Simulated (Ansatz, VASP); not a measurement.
## Two plane-wave programs on Fe

```xyz
3
Lattice="3.8340 0.0000 0.0000 -1.9170 3.3203 0.0000 0.0000 0.0000 2.4099" Properties=species:S:1:pos:R:3 pbc="T T T"
Fe    0.0000    0.0000    0.0000
Fe    0.0000    2.2136    1.2050
Fe    1.9170    1.1068    1.2050
```

Alike in both runs: task single point; functional RPBE; k mesh 11 × 11 × 14; occupations fermi-dirac, width 0.1 eV; no spin polarisation.

```csv
,VASP,Ansatz
version,VASP 6.6.1,Ansatz 0.2.0
potentials or method,"VASP PAW PBE potentials, release 64 (Fe), cutoff 520 eV","plane waves (420 eV) with PAW, scalar-relativistic"
valence electrons in the cell,24,48
```

```csv
,VASP,Ansatz,Ansatz less VASP
pressure (GPa),10.8,11.4,+0.65
"traceless stress, the component that is largest in VASP (GPa)",-0.88,-0.99,-0.109
```

VASP's potentials were made for PBE, not for RPBE. The functional is the same, so the differences come from potentials, cutoffs and numerics. VASP's potentials hold 24 valence electrons a cell and Ansatz's 48, so a difference there can come from the potentials and not from the codes.
